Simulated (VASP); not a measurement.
# Sn4Mo (C2/c) in VASP: single point with LDA

Aim: the single point of Sn4Mo with LDA.

All numbers are computed with VASP 6.6.1; they aren't measurements. Logs are shortened: lines on timing, memory, paths and dates and some standing lists are left out, and cuts for length are marked.

### Step 1. The cell of the first run

The structure is monoclinic, space group C2/c (No. 15). Conventional cell: a = 5.858 Å, b = 12.282 Å, c = 6.417 Å, α = 90.00°, β = 110.64°, γ = 90.00°. Mo (site symmetry 2) has 6 Sn at 2.60 to 2.67 Å within 3.4 Å. Sn (site symmetry 1) has 2 Sn at 2.48 to 2.53 Å and 2 Mo at 2.60 to 2.67 Å within 3.3 Å. Within 3.2 Å of Sn (site symmetry 1) lie 3 Sn at 2.46 to 2.53 Å and 1 Mo at 2.64 Å.

### Step 2. Single point, LDA

The input, INCAR:

```
ALGO     = Normal         # electronic algorithm
EDIFF    = 1E-6           # SCF threshold, eV
ENCUT    = 520            # plane-wave cutoff, eV
ISIF     = 2              # what is computed and relaxed
ISMEAR   = -1             # smearing method
LASPH    = T              # aspherical terms in the spheres
LCHARG   = F              # write CHGCAR
LREAL    = F              # projectors in reciprocal space
LWAVE    = F              # write WAVECAR
NBANDS   = 81             # bands
NELM     = 80             # most SCF steps
PREC     = Accurate       # precision mode
SIGMA    = 0.1442         # smearing width, eV
```

The input, KPOINTS:

```
k-points
0
Gamma
  5 5 5
```

The input, POSCAR:

```
Sn4Mo
1.0
    5.8579733600      0.0000000000      0.0000000000
    2.9289861900     -6.1407826400      0.0000000000
    2.2619513500      0.0000000000     -6.0051002100
Mo Sn
2 8
Direct
    0.0624100000      0.8751800000      0.7500000000
    0.9375900000      0.1248200000      0.2500000000
    0.3623600000      0.8228200000      0.3220300000
    0.8148200000      0.8228200000      0.1779700000
    0.6376400000      0.1771800000      0.6779700000
    0.1851800000      0.1771800000      0.8220300000
    0.4950300000      0.5577000000      0.8100400000
    0.9472700000      0.5577000000      0.6899600000
    0.5049700000      0.4423000000      0.1899600000
    0.0527300000      0.4423000000      0.3100400000
```

Potentials or basis: VASP PAW LDA potentials, release 64 (Mo_sv, Sn_d).

The run is started by

```bash
> cat potpaw_LDA.64/Mo_sv/POTCAR potpaw_LDA.64/Sn_d/POTCAR > POTCAR
> mpirun -np 1 vasp_std > vasp.out
```

OUTCAR:

```text
EDIFF = 1E-6
   ENCUT = 520
   ISIF = 2
   ISMEAR = -1
   LASPH = T
   LREAL = F
   NELM = 80
   PREC = Accurate

 ion  position               nearest neighbor table
   1  0.062  0.875  0.750-   6 2.60   5 2.60   8 2.64   7 2.64   4 2.67   3 2.67
   2  0.938  0.125  0.250-   4 2.60   3 2.60  10 2.64   9 2.64   6 2.67   5 2.67
   3  0.362  0.823  0.322-   4 2.48   9 2.53   2 2.60   1 2.67   7 3.53   8 3.63   4 3.64   7 3.67
                            10 3.73
   4  0.815  0.823  0.178-   3 2.48  10 2.53   2 2.60   1 2.67   8 3.53   7 3.63   3 3.64   8 3.67
                             9 3.73
   5  0.638  0.177  0.678-   6 2.48   7 2.53   1 2.60   2 2.67   9 3.53  10 3.63   6 3.64   9 3.67
                             8 3.73
   6  0.185  0.177  0.822-   5 2.48   8 2.53   1 2.60   2 2.67  10 3.53   9 3.63   5 3.64  10 3.67
                             7 3.73
   7  0.495  0.558  0.810-   9 2.46   8 2.48   5 2.53   1 2.64   3 3.53   8 3.55  10 3.57  10 3.57
                             4 3.63   3 3.67   6 3.73
   8  0.947  0.558  0.690-  10 2.46   7 2.48   6 2.53   1 2.64   4 3.53   7 3.55   9 3.57   9 3.57
                             3 3.63   4 3.67   5 3.73
   9  0.505  0.442  0.190-   7 2.46  10 2.48   3 2.53   2 2.64   5 3.53  10 3.55   8 3.57   8 3.57
                             6 3.63   5 3.67   4 3.73
  10  0.053  0.442  0.310-   8 2.46   9 2.48   4 2.53   2 2.64   6 3.53   9 3.55   7 3.57   7 3.57
                             5 3.63   6 3.67   3 3.73

  LATTYP: Found a base centered monoclinic cell.
 ALAT       =     5.8579733600
 B/A-ratio  =     2.0965553316
 C/A-ratio  =     1.0954268948
 COS(beta)  =    -0.3524945999

  Lattice vectors:

 A1 = (  -2.9289871700,  -6.1407826400,   0.0000000000)
 A2 = (  -2.9289861900,   6.1407826400,   0.0000000000)
 A3 = (   2.2619513500,   0.0000000000,  -6.0051002100)

Analysis of symmetry for initial positions (statically):
=====================================================================
 Subroutine PRICEL returns:
 Original cell was already a primitive cell.

 Routine SETGRP: Setting up the symmetry group for a
 base centered monoclinic supercell.

 Subroutine GETGRP returns: Found  4 space group operations
 (whereof  2 operations were pure point group operations)
 out of a pool of  4 trial point group operations.

The static configuration has the point symmetry S_2 .
 The point group associated with its full space group is C_2h.

Analysis of symmetry for dynamics (positions and initial velocities):
=====================================================================
 Subroutine PRICEL returns:
[... 125 lines left out ...]
   NELM   =     80;   NELMIN=  2; NELMDL= -5     # of ELM steps
   EDIFF  = 0.1E-05   stopping-criterion for ELM
   LREAL  =      F    real-space projection
[... 7 lines left out ...]
   TEBEG  =    0.0;   TEEND  =   0.0 temperature during run
   PSTRESS=    0.0 pullay stress
   NELECT =     140.0000    total number of electrons
   NUPDOWN=      -1.0000    fix difference up-down
   EMIN   =  10.00;   EMAX   =-10.00  energy-range for DOS
   EFERMI =   0.00;   METHOD = LEGACY
   ISMEAR =    -1;   SIGMA  =   0.14  broadening in eV -4-tet -1-fermi 0-gaus
   EFERMI_NEDOS =   21; number of points for ismear=-14 and -15
   IALGO  =     38    algorithm
   IMIX   =      4    mixing-type and parameters
     AMIX     =   0.40;   BMIX     =  1.00
     AMIX_MAG =   1.60;   BMIX_MAG =  1.00
  volume/ion in A,a.u.               =      21.60       145.78
  Fermi-wavevector in a.u.,A,eV,Ry     =   1.416730  2.677231 27.308573  2.007124
  Thomas-Fermi vector in A             =   2.538034
   LORBIT       =      0    0 simple, 1 ext, 2 COOP (PROOUT), +10 PAW based schemes
   GGA     = CA    functional components
   LHFCALC =     F    Hartree Fock is set to
   AEXX    =    0.0000 exact exchange contribution
   IVDW    =     0    specifies the selected vdW correction
   LEPSILON=     F    determine dielectric tensor
   LRPA    =     F    only Hartree local field effects (RPA)
 non-spin polarized calculation
  energy-cutoff  :      520.00
  volume of cell :      216.02
 maximum number of plane-waves:      5844
 NGX is ok and might be reduce to    48
   NGX = 21   NGY = 25   NGZ = 23

 number of electron     140.0000012 magnetization

 Free energy of the ion-electron system (eV)
  ---------------------------------------------------
  ext. energy  EPLUGINS =         0.00000000
  ---------------------------------------------------
  free energy    TOTEN  =       -51.03823499 eV

  energy without entropy =      -50.55260742  energy(sigma->0) =      -50.79542121

 E-fermi :   9.6695     XC(G=0): -11.5270

 val. band max:        9.6670279615   @ k =   0.4000   0.2000   0.4000
 cond. band min:       9.6957373230   @ k =   0.4000  -0.0000  -0.0000
 fundamental gap:      0.0287093615
 Fermi energy:         9.6695115554

 k-point     1 :       0.0000    0.0000    0.0000
  band No.  band energies     occupation
      1     -50.2130      2.00000
      2     -50.2087      2.00000
      3     -24.6440      2.00000
      4     -24.5970      2.00000
      5     -24.5857      2.00000
      6     -24.5761      2.00000
[... 2005 lines left out ...]
     80      13.8568      0.00000
     81      14.6518      0.00000

 [... further k-points ...]
[... 5 lines left out ...]
  --------------------------------------------------------------------------------------
  -------------------------------------------------------------------------------------
  Total       42.4121426     36.9554780     26.9542289      0.0000029      0.0000000      5.7490639
  in kB      314.5642894    274.0930542    199.9153392      0.0000219      0.0000000     42.6399161
  external PRESSURE =     262.8575609 kB  Pullay stress =       0.0000000 kB

 VOLUME and BASIS-vectors are now :
 -----------------------------------------------------------------------------
  energy-cutoff  :      520.00
  volume of cell :      216.02
      direct lattice vectors                 reciprocal lattice vectors
     5.857973360  0.000000000  0.000000000     0.170707502  0.081422833  0.064300686
     2.928986190 -6.140782640  0.000000000     0.000000000 -0.162845692  0.000000000
     2.261951350  0.000000000 -6.005100210     0.000000000  0.000000000 -0.166525114

 POSITION                                       TOTAL-FORCE (eV/Angst)
 -----------------------------------------------------------------------------------
      4.62545     -5.37429     -4.50383         0.000000      0.162228      0.000000
      6.42346     -0.76649     -1.50128        -0.000000     -0.162228      0.000000
      5.26114     -5.05276     -1.93382        -1.770286     -2.280304     -2.048876
      7.58578     -5.05276     -1.06873         1.770286     -2.280304      2.048876
      5.78777     -1.08802     -4.07128         1.770286      2.280304      2.048876
      3.46313     -1.08802     -4.93637        -1.770286      2.280304     -2.048876
      6.36564     -3.42471     -4.86437        -3.700413     -3.920530      1.913660
      8.74323     -3.42471     -4.14328         3.700412     -3.920530     -1.913660
      4.68327     -2.71607     -1.14073         3.700413      3.920530     -1.913660
      2.30568     -2.71607     -1.86182        -3.700412      3.920530      1.913660
 -----------------------------------------------------------------------------------
    total drift:                                0.000000     -0.000000      0.000000

  FREE ENERGIE OF THE ION-ELECTRON SYSTEM (eV)
  ---------------------------------------------------
  free  energy   TOTEN  =       -51.0382349934 eV

  energy  without entropy=      -50.5526074247  energy(sigma->0) =      -50.79542121
```

OSZICAR:

```text
N       E                     dE             d eps       ncg     rms          rms(c)
DAV:   1     0.225296843588E+04    0.22530E+04   -0.65330E+04  6806   0.288E+03
DAV:   2     0.397358623987E+03   -0.18556E+04   -0.18172E+04  6334   0.866E+02
DAV:   3    -0.134510467731E+02   -0.41081E+03   -0.39760E+03  6536   0.312E+02
DAV:   4    -0.512428635846E+02   -0.37792E+02   -0.35924E+02  7355   0.962E+01
DAV:   5    -0.525817366613E+02   -0.13389E+01   -0.13275E+01  7348   0.186E+01    0.191E+01
DAV:   6    -0.514829011872E+02    0.10988E+01   -0.25708E+00  8867   0.980E+00    0.693E+00
DAV:   7    -0.513628217114E+02    0.12008E+00   -0.24668E+00  7804   0.696E+00    0.565E+00
DAV:   8    -0.510504918092E+02    0.31233E+00   -0.13432E+00  7547   0.648E+00    0.106E+00
DAV:   9    -0.510404175419E+02    0.10074E-01   -0.10344E-01  7956   0.172E+00    0.559E-01
DAV:  10    -0.510383156216E+02    0.21019E-02   -0.14929E-02  7540   0.709E-01    0.114E-01
DAV:  11    -0.510382440559E+02    0.71566E-04   -0.15718E-03  7060   0.225E-01    0.857E-02
DAV:  12    -0.510382347588E+02    0.92971E-05   -0.11461E-04 10604   0.920E-02    0.193E-02
DAV:  13    -0.510382350497E+02   -0.29092E-06   -0.26636E-05  7236   0.369E-02    0.625E-03
DAV:  14    -0.510382349934E+02    0.56287E-07   -0.26457E-06  4812   0.120E-02
   1 F= -.51038235E+02 E0= -.50795421E+02  d E =-.485628E+00
```

stdout:

```text
POSCAR found type information on POSCAR MoSn
 POSCAR found :  2 types and      10 ions
 scaLAPACK will be used
 LDA part: xc-table for (Slater(with rela. corr.)+CA(PZ))
 , standard interpolation
 POSCAR, INCAR and KPOINTS ok, starting setup
 FFT: planning ... GRIDC
 FFT: planning ... GRID_SOFT
 FFT: planning ... GRID
 WAVECAR not read
 entering main loop
```

Wall time 18 min (1 thread of Oxide Virtual Turin-like, shared host); peak memory 0.56 GiB.

What came out:

| Quantity | Value |
| --- | --- |
| Free energy | -51.0382 eV |
| Pressure | 26.3 GPa |
| Largest force | 5.721 eV/Å |
| Band gap on the k mesh | zero (bands 70 and 71 overlap by 0.55 eV) |

Forces on the atoms (eV/Å):
```
Mo   0.000  0.162  0.000
Mo   0.000 -0.162  0.000
Sn  -1.770 -2.280 -2.049
Sn   1.770 -2.280  2.049
Sn   1.770  2.280  2.049
Sn  -1.770  2.280 -2.049
Sn  -3.700 -3.921  1.914
Sn   3.700 -3.921 -1.914
Sn   3.700  3.921 -1.914
Sn  -3.700  3.921  1.914
```

Levels at points of the mesh, in eV from the Fermi level:
```csv
k point,band 66,band 67,band 68,band 69,band 70,band 71,band 72,band 73,band 74,band 75
"(0.00, 0.00, 0.00)",-1.47,-1.47,-1.12,-1.06,-0.05,0.72,0.89,1.12,1.42,1.57
```

Caveat: the stress differs along the axes, from 20 to 31 GPa; spin-orbit coupling is left out, which moves the levels of the heavy elements; forces of over 1 eV/Å act on the atoms, so gaps and moduli don't describe the material at rest.

The gap in the log of VASP goes by the Fermi energy; the results here count the filled bands.